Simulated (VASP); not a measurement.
# BAs (I-4m2) in VASP: further runs

The runs below take BAs through single point, with LDA.

All numbers are computed with VASP 6.6.1; they aren't measurements. Logs are shortened: lines on timing, memory, paths and dates and some standing lists are left out, and cuts for length are marked.

## Step 1: The cell of the first run

It takes space group I-4m2 (No. 119, tetragonal). The conventional cell has a = 3.378 Å, b = 3.378 Å, c = 4.681 Å, α = 90.00°, β = 90.00°, γ = 90.00°. B (site symmetry -4m2) has 4 As at 2.05 Å within 2.7 Å. As (site symmetry -4m2) has 4 B at 2.05 Å within 2.7 Å.

## Step 2: Single point, LDA (strain -0.0200 x Voigt [1, 0, 0, 0, 0, 0])

INCAR reads:

```
SYSTEM = BAs
PREC = Accurate
ENCUT = 500
EDIFF = 1E-6
ISMEAR = -1
SIGMA = 0.2
LREAL = .FALSE.
LASPH = .TRUE.
NELM = 120
ALGO = Normal
ISIF = 2
LWAVE = .FALSE.
LCHARG = .FALSE.
NBANDS = 11
GGA_COMPAT = .FALSE.
```

KPOINTS reads:

```
regular mesh
0
G
  10 10 10
  0 0 0
```

POSCAR reads:

```
BAs
1.0
    0.0000000000      2.3885000000      2.3885000000
    2.3407300000      0.0000000000      2.3885000000
    2.3407300000      2.3885000000      0.0000000000
B As
1 1
Direct
    0.0000000000      0.0000000000      0.0000000000
    0.7500000000      0.7500000000      0.7500000000
```

Potentials or basis: VASP PAW LDA potentials, release 64 (B, As).

Command:

```sh
cat potpaw_LDA.64/B/POTCAR potpaw_LDA.64/As/POTCAR > POTCAR
mpirun -np 1 vasp_std > vasp.out
```

OUTCAR:

```text
SYSTEM = BAs
   PREC = Accurate
   ENCUT = 500
   EDIFF = 1E-6
   ISMEAR = -1
   LREAL = .FALSE.
   LASPH = .TRUE.
   NELM = 120
   ISIF = 2

 ion  position               nearest neighbor table
   1  0.000  0.000  0.000-   2 2.05   2 2.05   2 2.05   2 2.05
   2  0.750  0.750  0.750-   1 2.05   1 2.05   1 2.05   1 2.05

  LATTYP: Found a body centered tetragonal cell.
 ALAT       =     3.3778490937
 C/A-ratio  =     1.3859292911

  Lattice vectors:

 A1 = (  -2.3407300000,   0.0000000000,  -2.3885000000)
 A2 = (  -2.3407300000,   0.0000000000,   2.3885000000)
 A3 = (   2.3407300000,   2.3885000000,   0.0000000000)

Analysis of symmetry for initial positions (statically):
=====================================================================
 Subroutine PRICEL returns:
 Original cell was already a primitive cell.

 Routine SETGRP: Setting up the symmetry group for a
 body centered tetragonal supercell.

 Subroutine GETGRP returns: Found  8 space group operations
 (whereof  8 operations were pure point group operations)
 out of a pool of 16 trial point group operations.

The static configuration has the point symmetry D_2d.

Analysis of symmetry for dynamics (positions and initial velocities):
=====================================================================
 Subroutine PRICEL returns:
 Original cell was already a primitive cell.

 Routine SETGRP: Setting up the symmetry group for a
 body centered tetragonal supercell.

 Subroutine GETGRP returns: Found  8 space group operations
 (whereof  8 operations were pure point group operations)
 out of a pool of 16 trial point group operations.

The dynamic configuration has the point symmetry D_2d.

 Subroutine INISYM returns: Found  8 space group operations
 (whereof  8 operations are pure point group operations),
 and found     1 'primitive' translations

----------------------------------------------------------------------------------------

                                     Primitive cell

  volume of cell :      26.7074

  direct lattice vectors                    reciprocal lattice vectors
     0.000000000  2.388500000  2.388500000    -0.213608575  0.209336404  0.209336404
     2.340730000  0.000000000  2.388500000     0.213608575 -0.209336404  0.209336404
     2.340730000  2.388500000  0.000000000     0.213608575  0.209336404 -0.209336404

  length of vectors
     3.377849094  3.344241197  3.344241197     0.365064492  0.365064492  0.365064492

  position of ions in fractional coordinates (direct lattice)
     0.000000000  0.000000000  0.000000000
     0.750000000  0.750000000  0.750000000

  ion indices of the primitive-cell ions
   primitive index   ion index
                 1           1
                 2           2

----------------------------------------------------------------------------------------

 KPOINTS: regular mesh

Automatic generation of k-mesh.
 Grid dimensions read from file:
 generate k-points for:   10   10   10

 Generating k-lattice:

  Cartesian coordinates                     Fractional coordinates (reciprocal lattice)
    -0.021360858  0.020933640  0.020933640     0.100000000 -0.000000000 -0.000000000
     0.021360858 -0.020933640  0.020933640     0.000000000  0.100000000  0.000000000
     0.021360858  0.020933640 -0.020933640     0.000000000  0.000000000  0.100000000

  Length of vectors
     0.036506449  0.036506449  0.036506449

  Shift w.r.t. Gamma in fractional coordinates (k-lattice)
     0.000000000  0.000000000  0.000000000

 Subroutine IBZKPT returns following result:
 ===========================================

 Found    102 irreducible k-points:

 Following reciprocal coordinates:
            Coordinates               Weight
  0.000000  0.000000  0.000000      1.000000
  0.100000  0.000000  0.000000      8.000000
  0.200000  0.000000  0.000000      8.000000
  0.300000 -0.000000 -0.000000      8.000000
  0.400000  0.000000  0.000000      8.000000
  0.500000  0.000000  0.000000      4.000000
[... 16 lines left out ...]
  0.300000  0.300000  0.000000      4.000000
  0.400000  0.300000  0.000000     16.000000
 [... further k-points ...]
   k-points           NKPTS =    102   k-points in BZ     NKDIM =    102   number of bands    NBANDS=     11
   number of dos      NEDOS =    301   number of ions     NIONS =      2
   total plane-waves  NPLWV =  16128
   dimension x,y,z NGX =    28 NGY =   24 NGZ =   24
   dimension x,y,z NGXF=    56 NGYF=   48 NGZF=   48
   ions per type =               1   1
   NGX,Y,Z   is equivalent  to a cutoff of  13.78, 11.93, 11.93 a.u.
   NGXF,Y,Z  is equivalent  to a cutoff of  27.56, 23.86, 23.86 a.u.
 SYSTEM =  BAs
   PREC   = accura    normal or accurate (medium, high low for compatibility)
   ISTART =      0    job   : 0-new  1-cont  2-samecut
   ICHARG =      2    charge: 1-file 2-atom 10-const
   ISPIN  =      1    spin polarized calculation?
   LNONCOLLINEAR =      F non collinear calculations
   LSORBIT =      F    spin-orbit coupling
   LASPH  =      T    aspherical Exc in radial PAW
   ENCUT  =  500.0 eV  36.75 Ry    6.06 a.u.   6.16  6.10  6.10*2*pi/ulx,y,z
   NELM   =    120;   NELMIN=  2; NELMDL= -5     # of ELM steps
   EDIFF  = 0.1E-05   stopping-criterion for ELM
   LREAL  =      F    real-space projection
   EDIFFG = 0.1E-04   stopping-criterion for IOM
   NSW    =      0    number of steps for IOM
   IBRION =     -1    ionic relax: 0-MD 1-quasi-New 2-CG
   NFREE  =      0    steps in history (QN), initial steepest desc. (CG)
   ISIF   =      2    stress and relaxation
   ISYM   =      2    0-nonsym 1-usesym 2-fastsym
   POTIM  = 0.5000    time-step for ionic-motion
   TEBEG  =    0.0;   TEEND  =   0.0 temperature during run
   PSTRESS=    0.0 pullay stress
   NELECT =       8.0000    total number of electrons
   NUPDOWN=      -1.0000    fix difference up-down
   EMIN   =  10.00;   EMAX   =-10.00  energy-range for DOS
   EFERMI =   0.00;   METHOD = LEGACY
   ISMEAR =    -1;   SIGMA  =   0.20  broadening in eV -4-tet -1-fermi 0-gaus
   EFERMI_NEDOS =   21; number of points for ismear=-14 and -15
   IALGO  =     38    algorithm
   IMIX   =      4    mixing-type and parameters
     AMIX     =   0.40;   BMIX     =  1.00
     AMIX_MAG =   1.60;   BMIX_MAG =  1.00
  volume/ion in A,a.u.               =      13.35        90.12
  Fermi-wavevector in a.u.,A,eV,Ry     =   1.095370  2.069949 16.324756  1.199836
  Thomas-Fermi vector in A             =   2.231692
   LORBIT       =      0    0 simple, 1 ext, 2 COOP (PROOUT), +10 PAW based schemes
   GGA     = CA    functional components
   LHFCALC =     F    Hartree Fock is set to
   AEXX    =    0.0000 exact exchange contribution
   IVDW    =     0    specifies the selected vdW correction
   LEPSILON=     F    determine dielectric tensor
   LRPA    =     F    only Hartree local field effects (RPA)
 non-spin polarized calculation
  energy-cutoff  :      500.00
  volume of cell :       26.71
 maximum number of plane-waves:       692
 NGX is ok and might be reduce to    28
   NGX = 13   NGY = 13   NGZ = 13

 number of electron       8.0000001 magnetization

 Free energy of the ion-electron system (eV)
  ---------------------------------------------------
  ext. energy  EPLUGINS =         0.00000000
  ---------------------------------------------------
  free energy    TOTEN  =       -12.92227597 eV

  energy without entropy =      -12.91875235  energy(sigma->0) =      -12.92051416

 E-fermi :   6.8762     XC(G=0): -10.8690

 val. band max:        6.5149231448   @ k =   0.0000   0.0000   0.0000
 cond. band min:       7.3139660384   @ k =   0.0000   0.4000   0.4000
 fundamental gap:      0.7990428936
 Fermi energy:         6.8761965623

 k-point     1 :       0.0000    0.0000    0.0000
  band No.  band energies     occupation
      1      -9.1746      2.00000
      2       6.3217      1.88237
      3       6.3217      1.88237
      4       6.5149      1.71784
      5       9.5781      0.00000
      6       9.7079      0.00000
      7       9.7079      0.00000
      8      11.3336      0.00000
      9      15.8480      0.00000
     10      19.2233      0.00000
     11      19.7589      0.00000

 k-point     2 :       0.1000    0.0000    0.0000
  band No.  band energies     occupation
      1      -9.0078      2.00000
      2       4.9824      1.99985
      3       6.0080      1.97429
      4       6.1516      1.94799
      5       9.8104      0.00000
      6      10.0643      0.00000
      7      10.1052      0.00000
      8      12.1508      0.00000
      9      16.5056      0.00000
     10      18.1393      0.00000
     11      18.5180      0.00000

 k-point     3 :       0.2000    0.0000    0.0000
  band No.  band energies     occupation
      1      -8.5155      2.00000
      2       2.5952      2.00000
      3       5.4082      1.99870
      4       5.5782      1.99697
      5       9.6558      0.00000
      6      10.7953      0.00000
      7      10.7992      0.00000
      8      13.6754      0.00000
      9      17.4398      0.00000
     10      17.4840      0.00000
     11      17.8095      0.00000

 k-point     4 :       0.3000   -0.0000   -0.0000
  band No.  band energies     occupation
      1      -7.7338      2.00000
      2       0.2715      2.00000
      3       4.8753      1.99991
      4       5.0794      1.99975
      5       9.4050      0.00001
      6      11.1436      0.00000
      7      11.2463      0.00000
      8      14.8233      0.00000
      9      17.6110      0.00000
     10      18.0458      0.00000
     11      18.1514      0.00000
[... 239 lines left out ...]
 k-point    22 :      -0.2000    0.2000   -0.0000
  band No.  band energies     occupation
      1      -7.4570      2.00000
      2       0.8672      2.00000
      3       2.1855      2.00000
      4       5.1323      1.99967
      5      10.4301      0.00000
      6      11.4857      0.00000
      7      12.3871      0.00000
      8      13.4111      0.00000
      9      16.3473      0.00000
     10      18.9879      0.00000
     11      20.6481      0.00000

 k-point    23 :       0.3000    0.3000    0.0000
  band No.  band energies     occupation
      1      -7.2541      2.00000
      2       1.1265      2.00000
      3       3.1613      2.00000
      4       3.2167      2.00000
      5       7.8077      0.01880
      6      10.0198      0.00000
      7      14.6613      0.00000
      8      15.1114      0.00000
      9      17.3779      0.00000
     10      21.3439      0.00000
     11      21.8191      0.00000

 k-point    24 :       0.4000    0.3000    0.0000
  band No.  band energies     occupation
      1      -6.5218      2.00000
      2      -0.1154      2.00000
      3       2.3557      2.00000
      4       2.8931      2.00000
      5       8.1122      0.00413
      6       9.7879      0.00000
      7      15.1289      0.00000
      8      15.6566      0.00000
      9      18.3805      0.00000
     10      22.1396      0.00000
     11      22.5471      0.00000

 [... further k-points ...]

------------------------ aborting loop because EDIFF is reached ----------------------------------------

  FORCE on cell =-STRESS in cart. coord.  units (eV):
  Direction    XX          YY          ZZ          XY          YZ          ZX
  --------------------------------------------------------------------------------------
  -------------------------------------------------------------------------------------
  Total        0.4077252     -0.2672477     -0.2672477     -0.0000000      0.0000000     -0.0000000
  in kB       24.4594288    -16.0321862    -16.0321862     -0.0000000      0.0000000     -0.0000000
  external PRESSURE =      -2.5349812 kB  Pullay stress =       0.0000000 kB

 VOLUME and BASIS-vectors are now :
 -----------------------------------------------------------------------------
  energy-cutoff  :      500.00
  volume of cell :       26.71
      direct lattice vectors                 reciprocal lattice vectors
     0.000000000  2.388500000  2.388500000    -0.213608575  0.209336404  0.209336404
     2.340730000  0.000000000  2.388500000     0.213608575 -0.209336404  0.209336404
     2.340730000  2.388500000  0.000000000     0.213608575  0.209336404 -0.209336404

 POSITION                                       TOTAL-FORCE (eV/Angst)
 -----------------------------------------------------------------------------------
      0.00000      0.00000      0.00000        -0.000000     -0.000000     -0.000000
      3.51110      3.58275      3.58275         0.000000      0.000000      0.000000
 -----------------------------------------------------------------------------------
    total drift:                                0.000000      0.000000      0.000000

  FREE ENERGIE OF THE ION-ELECTRON SYSTEM (eV)
  ---------------------------------------------------
  free  energy   TOTEN  =       -12.9222759734 eV

  energy  without entropy=      -12.9187523468  energy(sigma->0) =      -12.92051416
```

It took 18 s on 1 thread of Intel Xeon Platinum 8488C (Sapphire Rapids), shared host; peak memory 0.15 GiB.

Results:

- Free energy: -12.9223 eV
- Pressure: -0.3 GPa
- Band gap on the k mesh: 0.80 eV (least direct gap 3.06 eV)

Levels at points of the mesh, in eV from the valence-band top:
```csv
k point,band 2,band 3,band 4,band 5,band 6,band 7
"(0.00, 0.00, 0.00)",-0.19,-0.19,0.00,3.06,3.19,3.19
"(0.50, 0.00, 0.00)",-9.03,-2.10,-1.86,2.66,4.56,4.76
"(0.50, 0.50, 0.00)",-8.72,-4.24,-4.21,1.28,1.34,11.13
"(0.00, 0.50, 0.50)",-8.55,-4.42,-4.42,1.02,1.11,11.31
```

Caveat: the cell differs from its parent crystal (strain -0.0200 x Voigt [1, 0, 0, 0, 0, 0]).

## Step 3: Single point, LDA (strain -0.0300 x Voigt [1, 0, 0, 0, 0, 0])

INCAR reads:

```
PREC     = Accurate       # precision mode
ENCUT    = 500            # plane-wave cutoff, eV
EDIFF    = 1E-6           # SCF threshold, eV
ISMEAR   = -1             # smearing method
SIGMA    = 0.2            # smearing width, eV
LREAL    = False          # projectors in reciprocal space
LASPH    = True           # aspherical terms in the spheres
NELM     = 120            # most SCF steps
ALGO     = Normal         # electronic algorithm
ISIF     = 2              # what is computed and relaxed
LWAVE    = False          # write WAVECAR
LCHARG   = False          # write CHGCAR
NBANDS   = 11             # bands
GGA_COMPAT= False
```

KPOINTS reads:

```
Automatic mesh
0
Gamma
  10 10 10
```

POSCAR reads:

```
BAs
1.0
    0.0000000000      2.3885000000      2.3885000000
    2.3168450000      0.0000000000      2.3885000000
    2.3168450000      2.3885000000      0.0000000000
B As
1 1
Direct
    0.0000000000      0.0000000000      0.0000000000
    0.7500000000      0.7500000000      0.7500000000
```

Potentials or basis: VASP PAW LDA potentials, release 64 (B, As).

Command:

```sh
cat potpaw_LDA.64/B/POTCAR potpaw_LDA.64/As/POTCAR > POTCAR
mpirun -np 1 vasp_std > vasp.out
```

OUTCAR:

```text
PREC = Accurate
   ENCUT = 500
   EDIFF = 1E-6
   ISMEAR = -1
   LREAL = False
   LASPH = True
   NELM = 120
   ISIF = 2

 ion  position               nearest neighbor table
   1  0.000  0.000  0.000-   2 2.05   2 2.05   2 2.05   2 2.05
   2  0.750  0.750  0.750-   1 2.05   1 2.05   1 2.05   1 2.05

  LATTYP: Found a body centered tetragonal cell.
 ALAT       =     3.3778490937
 C/A-ratio  =     1.3717871555

  Lattice vectors:

 A1 = (  -2.3168450000,   0.0000000000,  -2.3885000000)
[... 521 lines left out ...]

------------------------ aborting loop because EDIFF is reached ----------------------------------------

  FORCE on cell =-STRESS in cart. coord.  units (eV):
  Direction    XX          YY          ZZ          XY          YZ          ZX
  --------------------------------------------------------------------------------------
  -------------------------------------------------------------------------------------
  Total        0.8734543     -0.1222239     -0.1222239     -0.0000000      0.0000000      0.0000000
  in kB       52.9387062     -7.4077997     -7.4077997     -0.0000000      0.0000000      0.0000000
  external PRESSURE =      12.7077023 kB  Pullay stress =       0.0000000 kB

 VOLUME and BASIS-vectors are now :
 -----------------------------------------------------------------------------
  energy-cutoff  :      500.00
  volume of cell :       26.43
      direct lattice vectors                 reciprocal lattice vectors
     0.000000000  2.388500000  2.388500000    -0.215810725  0.209336404  0.209336404
     2.316845000  0.000000000  2.388500000     0.215810725 -0.209336404  0.209336404
     2.316845000  2.388500000  0.000000000     0.215810725  0.209336404 -0.209336404

 POSITION                                       TOTAL-FORCE (eV/Angst)
 -----------------------------------------------------------------------------------
      0.00000      0.00000      0.00000         0.000000     -0.000000     -0.000000
      3.47527      3.58275      3.58275         0.000000      0.000000      0.000000
 -----------------------------------------------------------------------------------
    total drift:                                0.000000      0.000000     -0.000000

  FREE ENERGIE OF THE ION-ELECTRON SYSTEM (eV)
  ---------------------------------------------------
  free  energy   TOTEN  =       -12.9156334809 eV

  energy  without entropy=      -12.9117540513  energy(sigma->0) =      -12.91369377
```

stdout:

```text
POSCAR found type information on POSCAR B As
 POSCAR found :  2 types and       2 ions
 scaLAPACK will be used
 LDA part: xc-table for (Slater(with rela. corr.)+CA(PZ))
 , standard interpolation
 POSCAR, INCAR and KPOINTS ok, starting setup
 FFT: planning ... GRIDC
 FFT: planning ... GRID_SOFT
 FFT: planning ... GRID
 WAVECAR not read
 entering main loop
```

It took 19 s on 1 thread of Intel Xeon Platinum 8488C (Sapphire Rapids), shared host; peak memory 0.15 GiB.

What came out:

* Free energy: -12.9156 eV
* Pressure: 1.3 GPa
* Band gap on the k mesh: 0.63 eV (least direct gap 2.97 eV)

Caveat: the cell differs from its parent crystal (strain -0.0300 x Voigt [1, 0, 0, 0, 0, 0]). A k mesh can miss the band edges.

## Step 4: Single point, LDA (strain -0.0100 x Voigt [1, 0, 0, 0, 0, 0])

INCAR reads:

```
ALGO = Normal
EDIFF = 1E-6
ENCUT = 500
GGA = CA
GGA_COMPAT = False
ISIF = 2
ISMEAR = -1
LASPH = True
LCHARG = True
LELF = True
LREAL = False
LVHAR = True
LWAVE = False
NBANDS = 11
NELM = 120
PREC = Accurate
SIGMA = 0.2
```

KPOINTS reads:

```
k-points
0
Gamma
  10 10 10
```

POSCAR reads:

```
BAs
1.0
    0.0000000000      2.3885000000      2.3885000000
    2.3646150000      0.0000000000      2.3885000000
    2.3646150000      2.3885000000      0.0000000000
B As
1 1
Direct
    0.0000000000      0.0000000000      0.0000000000
    0.7500000000      0.7500000000      0.7500000000
```

Command:

```sh
cat potpaw_LDA.64/B/POTCAR potpaw_LDA.64/As/POTCAR > POTCAR
mpirun -np 1 vasp_std > vasp.out
```

Run time: 35 s. Hardware: 1 thread of Intel Xeon Platinum 8488C (Sapphire Rapids), shared host; peak memory 0.16 GiB.

The run converged. Its results:

- Free energy: -12.9241 eV
- Pressure: -1.7 GPa
- Band gap on the k mesh: 0.96 eV (least direct gap 3.16 eV)

Stress tensor (GPa, compression positive):
```
-0.35  0.00  0.00
 0.00 -2.38  0.00
 0.00  0.00 -2.38
```

Levels at points of the mesh, in eV from the valence-band top:
```
           k point  band 1  band 2  band 3  band 4  band 5  band 6  band 7  band 8  band 9
(0.00, 0.00, 0.00)  -15.53   -0.10   -0.10    0.00    3.16    3.22    3.22    4.76    9.34
(0.50, 0.00, 0.00)  -12.64   -8.89   -1.96   -1.84    2.68    4.65    4.75    8.65   12.48
(0.50, 0.50, 0.00)  -11.37   -8.57   -4.16   -4.14    1.31    1.38   11.19   11.33   12.63
(0.00, 0.50, 0.50)  -11.29   -8.49   -4.25   -4.25    1.18    1.26   11.27   11.27   12.73
```

Caveat: the cell differs from its parent crystal (strain -0.0100 x Voigt [1, 0, 0, 0, 0, 0]). A k mesh can miss the band edges.

## Step 5: Summary

| cell | gap on the mesh (eV) | pressure (GPa) |
| --- | --- | --- |
| a = 3.378, b = 3.344, c = 3.344 Å, angles 60.7, 59.7, 59.7°, 2 atoms | 0.80 | -0.3 |
| a = 3.378, b = 3.328, c = 3.328 Å, angles 61.0, 59.5, 59.5°, 2 atoms | 0.63 | 1.3 |
| a = 3.378, b = 3.361, c = 3.361 Å, angles 60.3, 59.8, 59.8°, 2 atoms | 0.96 | -1.7 |

Alike in all rows: task single point; level LDA; potentials or basis VASP PAW LDA potentials, release 64 (B, As); no spin polarisation; k mesh 10 × 10 × 10; cutoff (eV) 500; smearing fermi-dirac 0.2 eV.

Total energies depend on the potentials used, so only differences within one code and one set of settings carry meaning.
